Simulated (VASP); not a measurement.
# TaSiF (P4/mmm) in VASP: further runs

TaSiF is run at these levels: PBE; tasks: single point, relaxation of cell and atoms.

Program: VASP 6.6.1. These are calculated values, not measurements. Logs are shortened: lines on timing, memory, paths and dates and some standing lists are left out, and cuts for length are marked.

## Step 1: The cell of the first run

It takes space group P4/mmm (No. 123, tetragonal). Conventional cell: a = 3.025 Å, b = 3.025 Å, c = 5.781 Å, α = 90.00°, β = 90.00°, γ = 90.00°. Ta (site symmetry 4/mmm) has 2 Si at 2.89 Å and 4 Ta at 3.03 Å and 8 F at 3.60 Å within 3.8 Å. Within 2.8 Å of Si (site symmetry 4/mmm) lie 4 F at 2.14 Å. F (site symmetry 4/mmm) has 4 Si at 2.14 Å within 2.8 Å.

## Step 2: Single point, PBE, collinear spin, ferromagnetic start

INCAR reads:

```
PREC = Accurate
ENCUT = 520
EDIFF = 1E-6
ISMEAR = 0
SIGMA = 0.1
LREAL = F
LASPH = T
NELM = 150
ALGO = Normal
ISIF = 2
LWAVE = F
LCHARG = F
ISPIN = 2
MAGMOM = 1 0 0
LORBIT = 11
LMAXMIX = 4
GGA = PE
NBANDS = 22
```

KPOINTS reads:

```
Automatic mesh
0
Gamma
  6 6 4
```

POSCAR reads:

```
TaSiF
1.0
    3.0253579200      0.0000000000      0.0000000000
    0.0000000000      3.0253579200      0.0000000000
    0.0000000000      0.0000000000      5.7810825800
Ta Si F
1 1 1
Direct
    0.0000000000      0.0000000000      0.0000000000
    0.0000000000      0.0000000000      0.5000000000
    0.5000000000      0.5000000000      0.5000000000
```

Potentials or basis: VASP PAW PBE potentials, release 64 (Ta_pv, Si, F).

Launch:

```bash
> cat potpaw_PBE.64/Ta_pv/POTCAR potpaw_PBE.64/Si/POTCAR potpaw_PBE.64/F/POTCAR > POTCAR
> mpirun -np 1 vasp_std > vasp.out
```

OUTCAR:

```text
PREC = Accurate
   ENCUT = 520
   EDIFF = 1E-6
   ISMEAR = 0
   LREAL = F
   LASPH = T
   NELM = 150
   ISIF = 2
   ISPIN = 2
   LORBIT = 11
   GGA = PE

 ion  position               nearest neighbor table
   1  0.000  0.000  0.000-   2 2.89   2 2.89
   2  0.000  0.000  0.500-   3 2.14   3 2.14   3 2.14   3 2.14   1 2.89   1 2.89
   3  0.500  0.500  0.500-   2 2.14   2 2.14   2 2.14   2 2.14

  LATTYP: Found a simple tetragonal cell.
 ALAT       =     3.0253579200
 C/A-ratio  =     1.9108755833

  Lattice vectors:

 A1 = (   3.0253579200,   0.0000000000,   0.0000000000)
 A2 = (   0.0000000000,   3.0253579200,   0.0000000000)
 A3 = (   0.0000000000,   0.0000000000,   5.7810825800)

Analysis of symmetry for initial positions (statically):
=====================================================================
 Subroutine PRICEL returns:
 Original cell was already a primitive cell.

 Routine SETGRP: Setting up the symmetry group for a
 simple tetragonal supercell.

 Subroutine GETGRP returns: Found 16 space group operations
 (whereof 16 operations were pure point group operations)
 out of a pool of 16 trial point group operations.

The static configuration has the point symmetry D_4h.

Analysis of symmetry for dynamics (positions and initial velocities):
=====================================================================
 Subroutine PRICEL returns:
 Original cell was already a primitive cell.

 Routine SETGRP: Setting up the symmetry group for a
 simple tetragonal supercell.

 Subroutine GETGRP returns: Found 16 space group operations
 (whereof 16 operations were pure point group operations)
 out of a pool of 16 trial point group operations.

The dynamic configuration has the point symmetry D_4h.

Analysis of structural, dynamic, and magnetic symmetry:
=====================================================================
 Subroutine PRICEL returns:
 Original cell was already a primitive cell.

 Routine SETGRP: Setting up the symmetry group for a
 simple tetragonal supercell.

 Subroutine GETGRP returns: Found 16 space group operations
 (whereof 16 operations were pure point group operations)
 out of a pool of 16 trial point group operations.

The overall configuration has the point symmetry D_4h.

 Subroutine INISYM returns: Found 16 space group operations
 (whereof 16 operations are pure point group operations),
 and found     1 'primitive' translations

[... 113 lines left out ...]
   IALGO  =     38    algorithm
   IMIX   =      4    mixing-type and parameters
     AMIX     =   0.40;   BMIX     =  1.00
     AMIX_MAG =   1.60;   BMIX_MAG =  1.00
  volume/ion in A,a.u.               =      17.64       119.02
  Fermi-wavevector in a.u.,A,eV,Ry     =   1.221879  2.309016 20.313335  1.492988
  Thomas-Fermi vector in A             =   2.357046
   LORBIT       =     11    0 simple, 1 ext, 2 COOP (PROOUT), +10 PAW based schemes
   GGA     = PE    functional components
   LHFCALC =     F    Hartree Fock is set to
   AEXX    =    0.0000 exact exchange contribution
   IVDW    =     0    specifies the selected vdW correction
   LEPSILON=     F    determine dielectric tensor
   LRPA    =     F    only Hartree local field effects (RPA)
 spin polarized calculation
 Gauss-broadening in eV      SIGMA  =   0.10
  energy-cutoff  :      520.00
  volume of cell :       52.91
 maximum number of plane-waves:      1448
 NGX is ok and might be reduce to    24
   NGX = 11   NGY = 11   NGZ = 21

 number of electron      22.0000004 magnetization       0.0096442

 number of electron      22.0000004 magnetization      -0.0003785

 Free energy of the ion-electron system (eV)
  ---------------------------------------------------
  ext. energy  EPLUGINS =         0.00000000
  ---------------------------------------------------
  free energy    TOTEN  =       -18.26870145 eV

  energy without entropy =      -18.26001820  energy(sigma->0) =      -18.26435982

 E-fermi :   4.6495     XC(G=0): -10.4870

 val. band max:        4.6084322385   @ k =   0.3333   0.0000   0.0000
 cond. band min:       4.6891665066   @ k =   0.3333   0.1667   0.0000
 fundamental gap:      0.0807342680
 Fermi energy:         4.6494897692

 spin component 1

 k-point     1 :       0.0000    0.0000    0.0000
  band No.  band energies     occupation
      1     -30.0160      1.00000
      2     -29.7404      1.00000
      3     -29.7404      1.00000
      4     -21.3239      1.00000
      5      -2.9328      1.00000
      6      -2.9328      1.00000
[... 589 lines left out ...]
     21      16.3742      0.00000
     22      16.9475      0.00000

 [... further k-points ...]

 spin component 2

 k-point     1 :       0.0000    0.0000    0.0000
  band No.  band energies     occupation
      1     -30.0160      1.00000
      2     -29.7406      1.00000
      3     -29.7406      1.00000
      4     -21.3239      1.00000
      5      -2.9328      1.00000
      6      -2.9328      1.00000
[... 589 lines left out ...]
     21      16.3742      0.00000
     22      16.9473      0.00000

 [... further k-points ...]
[... 5 lines left out ...]
  --------------------------------------------------------------------------------------
  -------------------------------------------------------------------------------------
  Total       -0.2442285     -0.2442285     -4.6128691      0.0000000     -0.0000000      0.0000000
  in kB       -7.3951019     -7.3951019   -139.6751071      0.0000000     -0.0000000      0.0000000
  external PRESSURE =     -51.4884369 kB  Pullay stress =       0.0000000 kB

 VOLUME and BASIS-vectors are now :
 -----------------------------------------------------------------------------
  energy-cutoff  :      520.00
  volume of cell :       52.91
      direct lattice vectors                 reciprocal lattice vectors
     3.025357920  0.000000000  0.000000000     0.330539403  0.000000000  0.000000000
     0.000000000  3.025357920  0.000000000     0.000000000  0.330539403  0.000000000
     0.000000000  0.000000000  5.781082580     0.000000000  0.000000000  0.172977982

 POSITION                                       TOTAL-FORCE (eV/Angst)
 -----------------------------------------------------------------------------------
      0.00000      0.00000      0.00000         0.000000      0.000000      0.000000
      0.00000      0.00000      2.89054         0.000000      0.000000      0.000000
      1.51268      1.51268      2.89054         0.000000      0.000000      0.000000
 -----------------------------------------------------------------------------------
    total drift:                                0.000000      0.000000     -0.000000

  FREE ENERGIE OF THE ION-ELECTRON SYSTEM (eV)
  ---------------------------------------------------
  free  energy   TOTEN  =       -18.2687014456 eV

  energy  without entropy=      -18.2600182019  energy(sigma->0) =      -18.26435982

 total charge

# of ion       s       p       d       tot
------------------------------------------
    1        0.362   6.050   2.174   8.587
    2        0.923   0.573   0.000   1.496
    3        1.767   4.319   0.000   6.085
--------------------------------------------------
tot          3.052  10.941   2.174  16.168

 magnetization (x)

# of ion       s       p       d       tot
------------------------------------------
    1        0.000  -0.000  -0.000  -0.000
    2        0.000   0.000   0.000   0.000
    3        0.000  -0.000   0.000  -0.000
--------------------------------------------------
tot          0.000  -0.000  -0.000  -0.000
```

It took 24 s on 1 thread of Intel Xeon 6975P-C (Granite Rapids), shared host; peak memory 0.22 GiB.

Results:

```
Free energy                                           : -18.2687 eV
Pressure                                              : -5.1 GPa
Band gap on the k mesh                                : zero (filled and empty bands overlap)
Net moment                                            : 0.00 μB per cell
Valence electrons inside the program's atomic spheres : Ta 8.59; Si 1.50; F 6.08
```

Caveat: spin-orbit coupling is left out, which moves the levels of the heavy elements.

## Step 3: Single point, PBE

This run uses another cell than the first one, of 16.60 Å³/atom, 0.941 times its volume.

INCAR reads:

```
SYSTEM = TaSiF
PREC = Accurate
ENCUT = 520
EDIFF = 1E-6
ISMEAR = 0
SIGMA = 0.1
LREAL = .False.
LASPH = .True.
NELM = 60
ALGO = Normal
ISIF = 2
LWAVE = .False.
LCHARG = .True.
GGA = PE
LELF = .True.
LVHAR = .True.
NBANDS = 18
```

KPOINTS reads:

```
Automatic mesh
0
Gamma
  16 16 8
  0 0 0
```

POSCAR reads:

```
TaSiF
1.0
    3.0281206872      0.0000000000      0.0000000000
    0.0000000000      3.0281206872      0.0000000000
    0.0000000000      0.0000000000      5.4307805173
Ta Si F
1 1 1
Direct
    0.0000000000      0.0000000000      0.0000000000
    0.0000000000      0.0000000000      0.5000000000
    0.5000000000      0.5000000000      0.5000000000
```

Potentials or basis: VASP PAW PBE potentials, release 64 (Ta_pv, Si, F).

Launch:

```bash
> cat potpaw_PBE.64/Ta_pv/POTCAR potpaw_PBE.64/Si/POTCAR potpaw_PBE.64/F/POTCAR > POTCAR
> mpirun -np 1 vasp_std > vasp.out
```

Wall time 52 s (1 thread of Intel Xeon 6975P-C (Granite Rapids), shared host); peak memory 0.32 GiB.

It converged, with:

```yaml
Free_energy: -18.4250 eV
Pressure: -0.1 GPa
Band_gap_on_the_k_mesh: zero (band 11 reaches 5.55 eV, above the bottom of band 12 at 4.53 eV)
```

Stress tensor (GPa, compression positive):
```
-0.04  0.00  0.00
 0.00 -0.04  0.00
 0.00  0.00 -0.16
```

Levels at points of the mesh, in eV from the Fermi level:
| k point | band 9 | band 10 | band 11 | band 12 | band 13 | band 14 |
| --- | --- | --- | --- | --- | --- | --- |
| (0.00, 0.00, 0.00) | -3.87 | -1.53 | -0.39 | 2.15 | 2.60 | 2.60 |
| (0.50, 0.00, 0.00) | -1.58 | -0.97 | -0.65 | -0.55 | 2.03 | 2.77 |
| (0.50, 0.50, 0.00) | -2.06 | -0.47 | -0.47 | 1.63 | 3.12 | 3.12 |
| (0.00, 0.00, 0.50) | -4.01 | -1.82 | -1.51 | 2.57 | 2.57 | 4.30 |
| (0.50, 0.00, 0.50) | -2.19 | -1.57 | -1.27 | 1.41 | 2.02 | 2.21 |
| (0.50, 0.50, 0.50) | -1.83 | -1.61 | -0.16 | -0.16 | 3.61 | 3.61 |

Caveat: spin-orbit coupling is left out, which moves the levels of the heavy elements.

(Part 1 of 2 ends here.)
